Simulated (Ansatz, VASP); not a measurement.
## Two plane-wave programs on CuP

```
CELL_PARAMETERS angstrom
0.00000 2.39170 2.39170
2.39170 0.00000 2.39170
2.39170 2.39170 0.00000
ATOMIC_POSITIONS crystal
Cu 0.50000 0.50000 0.50000
P 0.00000 0.00000 0.00000
```

Alike in both runs: task single point; functional r2SCAN; k mesh 12 × 12 × 12; occupations gaussian, width 0.05 eV; no spin polarisation.

```csv
,VASP,Ansatz
version,VASP 6.6.1,Ansatz 0.2.0
potentials or method,"VASP PAW PBE potentials, release 64 (Cu, P), cutoff 520 eV","scalar-relativistic, plane waves, PAW"
valence electrons in the cell,16,24
```

|  | VASP | Ansatz | Ansatz less VASP |
| --- | --- | --- | --- |
| gap on the k mesh at the Fermi level (eV) | none | none | - |
| pressure (GPa) | 2.7 | 2.6 | -0.03 |

VASP's potentials were made for PBE, not for r2SCAN. A gap of «none» marks a metal or a gap that the smearing closes. The functional is the same, so the differences come from potentials, cutoffs and numerics. VASP's potentials hold 16 valence electrons a cell and Ansatz's 24, so a difference there can come from the potentials and not from the codes.
